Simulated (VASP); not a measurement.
# Na (I4/mmm) in VASP: single point with PBE

Aim: the single point of Na with PBE.

Everything below comes from runs of VASP 6.6.1. Logs are shortened: lines on timing, memory, paths and dates and some standing lists are left out, and cuts for length are marked.

## 1. The cell of the first run

It takes space group I4/mmm (No. 139, tetragonal). The conventional cell has a = 4.153 Å, b = 4.153 Å, c = 4.404 Å, α = 90.00°, β = 90.00°, γ = 90.00°. Na (site symmetry 4/mmm) has 14 Na at 3.67 to 4.40 Å within 4.8 Å.

## 2. Single point, PBE (z stretched by +4 % at fixed volume)

Contents of INCAR:

```
PREC = Accurate
ENCUT = 520
EDIFF = 1E-7
ISMEAR = -1
SIGMA = 0.05
LREAL = F
LASPH = T
NELM = 100
ALGO = Normal
ISIF = 2
LWAVE = F
LCHARG = F
GGA = PE
NBANDS = 10
```

Contents of KPOINTS:

```
Automatic mesh
0
Gamma
  12 12 12
```

Contents of POSCAR:

```
Na
1.0
   -2.0763795808      2.0763795808      2.2022000000
    2.0763795808     -2.0763795808      2.2022000000
    2.0763795808      2.0763795808     -2.2022000000
Na
1
Direct
    0.0000000000      0.0000000000      0.0000000000
```

Potentials or basis: VASP PAW PBE potentials, release 64 (Na_pv).

Run with:

```console
> cat potpaw_PBE.64/Na_pv/POTCAR > POTCAR
> mpirun -np 1 vasp_std > vasp.out
```

OUTCAR:

```text
PREC = Accurate
   ENCUT = 520
   EDIFF = 1E-7
   ISMEAR = -1
   LREAL = F
   LASPH = T
   NELM = 100
   ISIF = 2
   GGA = PE

 ion  position               nearest neighbor table
   1  0.000  0.000  0.000-

  LATTYP: Found a body centered tetragonal cell.
 ALAT       =     4.1527591616
 C/A-ratio  =     1.0605960588

  Lattice vectors:

 A1 = (  -2.0763795808,   2.0763795808,   2.2022000000)
 A2 = (   2.0763795808,  -2.0763795808,   2.2022000000)
 A3 = (   2.0763795808,   2.0763795808,  -2.2022000000)

Analysis of symmetry for initial positions (statically):
=====================================================================
 Subroutine PRICEL returns:
 Original cell was already a primitive cell.

 Routine SETGRP: Setting up the symmetry group for a
 body centered tetragonal supercell.

 Subroutine GETGRP returns: Found 16 space group operations
 (whereof 16 operations were pure point group operations)
 out of a pool of 16 trial point group operations.

The static configuration has the point symmetry D_4h.

Analysis of symmetry for dynamics (positions and initial velocities):
=====================================================================
 Subroutine PRICEL returns:
 Original cell was already a primitive cell.

 Routine SETGRP: Setting up the symmetry group for a
 body centered tetragonal supercell.

 Subroutine GETGRP returns: Found 16 space group operations
 (whereof 16 operations were pure point group operations)
 out of a pool of 16 trial point group operations.

The dynamic configuration has the point symmetry D_4h.

 Subroutine INISYM returns: Found 16 space group operations
 (whereof 16 operations are pure point group operations),
 and found     1 'primitive' translations

----------------------------------------------------------------------------------------

                                     Primitive cell

  volume of cell :      37.9778

  direct lattice vectors                    reciprocal lattice vectors
    -2.076379581  2.076379581  2.202200000     0.000000000  0.240803755  0.227045682
     2.076379581 -2.076379581  2.202200000     0.240803755  0.000000000  0.227045682
     2.076379581  2.076379581 -2.202200000     0.240803755  0.240803755  0.000000000

  length of vectors
     3.670475333  3.670475333  3.670475333     0.330962521  0.330962521  0.340547936

  position of ions in fractional coordinates (direct lattice)
[... 74 lines left out ...]
   LASPH  =      T    aspherical Exc in radial PAW
   ENCUT  =  520.0 eV  38.22 Ry    6.18 a.u.   6.82  6.82  6.82*2*pi/ulx,y,z
   NELM   =    100;   NELMIN=  2; NELMDL= -5     # of ELM steps
   EDIFF  = 0.1E-06   stopping-criterion for ELM
   LREAL  =      F    real-space projection
   EDIFFG = 0.1E-05   stopping-criterion for IOM
   NSW    =      0    number of steps for IOM
   IBRION =     -1    ionic relax: 0-MD 1-quasi-New 2-CG
   NFREE  =      0    steps in history (QN), initial steepest desc. (CG)
   ISIF   =      2    stress and relaxation
   ISYM   =      2    0-nonsym 1-usesym 2-fastsym
   POTIM  = 0.5000    time-step for ionic-motion
   TEBEG  =    0.0;   TEEND  =   0.0 temperature during run
   PSTRESS=    0.0 pullay stress
   NELECT =       7.0000    total number of electrons
   NUPDOWN=      -1.0000    fix difference up-down
   EMIN   =  10.00;   EMAX   =-10.00  energy-range for DOS
   EFERMI =   0.00;   METHOD = LEGACY
   ISMEAR =    -1;   SIGMA  =   0.05  broadening in eV -4-tet -1-fermi 0-gaus
   EFERMI_NEDOS =   21; number of points for ismear=-14 and -15
   IALGO  =     38    algorithm
   IMIX   =      4    mixing-type and parameters
     AMIX     =   0.40;   BMIX     =  1.00
     AMIX_MAG =   1.60;   BMIX_MAG =  1.00
  volume/ion in A,a.u.               =      37.98       256.29
  Fermi-wavevector in a.u.,A,eV,Ry     =   0.931674  1.760609 11.810087  0.868017
  Thomas-Fermi vector in A             =   2.058192
   LORBIT       =      0    0 simple, 1 ext, 2 COOP (PROOUT), +10 PAW based schemes
   GGA     = PE    functional components
   LHFCALC =     F    Hartree Fock is set to
   AEXX    =    0.0000 exact exchange contribution
   IVDW    =     0    specifies the selected vdW correction
   LEPSILON=     F    determine dielectric tensor
   LRPA    =     F    only Hartree local field effects (RPA)
 non-spin polarized calculation
  energy-cutoff  :      520.00
  volume of cell :       37.98
 maximum number of plane-waves:      1048
   NGX = 13   NGY = 13   NGZ = 13

 number of electron       7.0000007 magnetization

 Free energy of the ion-electron system (eV)
  ---------------------------------------------------
  ext. energy  EPLUGINS =         0.00000000
  ---------------------------------------------------
  free energy    TOTEN  =        -1.31107172 eV

  energy without entropy =       -1.30644568  energy(sigma->0) =       -1.30875870

 E-fermi :   0.2436     XC(G=0):  -6.4396

 val. band max:        0.2264311388   @ k =  -0.1667  -0.4167   0.1667
 cond. band min:       0.2510763471   @ k =   0.5000   0.2500  -0.0000
 fundamental gap:      0.0246452083
 Fermi energy:         0.2435630497

 k-point     1 :       0.0000    0.0000    0.0000
  band No.  band energies     occupation
      1     -24.6604      2.00000
      2     -24.6604      2.00000
      3     -24.6602      2.00000
      4      -2.9672      2.00000
      5      11.5776      0.00000
      6      11.5776      0.00000
      7      12.4208      0.00000
      8      12.4348      0.00000
      9      13.0268      0.00000
     10      13.2476      0.00000
[... 287 lines left out ...]
 k-point    24 :      -0.4167    0.1667   -0.0000
  band No.  band energies     occupation
      1     -24.6853      2.00000
      2     -24.6697      2.00000
      3     -24.6629      2.00000
      4      -0.6987      2.00000
      5       4.4245      0.00000
      6       6.3535      0.00000
      7       8.7995      0.00000
      8      11.4577      0.00000
      9      12.3010      0.00000
     10      14.3247      0.00000

 [... further k-points ...]
[... 5 lines left out ...]
  --------------------------------------------------------------------------------------
  -------------------------------------------------------------------------------------
  Total       -0.0512307     -0.0512307     -0.0389457      0.0000000      0.0000000      0.0000000
  in kB       -2.1612763     -2.1612763     -1.6430079      0.0000000      0.0000000      0.0000000
  external PRESSURE =      -1.9885202 kB  Pullay stress =       0.0000000 kB

 VOLUME and BASIS-vectors are now :
 -----------------------------------------------------------------------------
  energy-cutoff  :      520.00
  volume of cell :       37.98
      direct lattice vectors                 reciprocal lattice vectors
    -2.076379581  2.076379581  2.202200000     0.000000000  0.240803755  0.227045682
     2.076379581 -2.076379581  2.202200000     0.240803755  0.000000000  0.227045682
     2.076379581  2.076379581 -2.202200000     0.240803755  0.240803755  0.000000000

 POSITION                                       TOTAL-FORCE (eV/Angst)
 -----------------------------------------------------------------------------------
      0.00000      0.00000      0.00000         0.000000      0.000000      0.000000
 -----------------------------------------------------------------------------------
    total drift:                               -0.000000     -0.000000     -0.000000

  FREE ENERGIE OF THE ION-ELECTRON SYSTEM (eV)
  ---------------------------------------------------
  free  energy   TOTEN  =        -1.3110717206 eV

  energy  without entropy=       -1.3064456812  energy(sigma->0) =       -1.30875870
```

Run time: 51 s. Hardware: 1 thread of Intel Xeon Platinum 8259CL at 2.50GHz (Skylake/Cascade Lake), shared host; peak memory 0.18 GiB.

Results:

```
Free energy : -1.3111 eV
Pressure    : -0.2 GPa
```
